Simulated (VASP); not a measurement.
A run of VASP 6.6.1:

Contents of INCAR:

```
SYSTEM = CdS
PREC = Accurate
ENCUT = 520
EDIFF = 1E-6
ISMEAR = -1
SIGMA = 0.05
LREAL = .False.
LASPH = .True.
NELM = 60
ALGO = Normal
ISIF = 2
LWAVE = .False.
LCHARG = .True.
GGA = RP
LELF = .True.
LVHAR = .True.
NBANDS = 16
```

The input KPOINTS:

```
regular mesh
0
Gamma
  5 5 5
  0 0 0
```

POSCAR

```
CdS
1.0
    0.0000000000      2.9165000000      2.9165000000
    2.9165000000      0.0000000000      2.9165000000
    2.9165000000      2.9165000000      0.0000000000
Cd S
1 1
Direct
    0.0000000000      0.0000000000      0.0000000000
    0.7500000000      0.7500000000      0.7500000000
```

Potentials or basis: VASP PAW PBE potentials, release 64 (Cd, S).

Command:

```bash
$ cat potpaw_PBE.64/Cd/POTCAR potpaw_PBE.64/S/POTCAR > POTCAR
$ mpirun -np 1 vasp_std > vasp.out
```

Hardware: 1 thread of Intel(R) Xeon(R) Platinum 8259CL CPU @ 2.50GHz (Skylake/Cascade Lake), on a shared host.

Estimate the wall time of this run.

Run time: 8.9 s on 1 thread of Intel(R) Xeon(R) Platinum 8259CL CPU @ 2.50GHz (Skylake/Cascade Lake) (shared host), peak memory 0.17 GiB. Counts: scf iterations 14, k points 10.
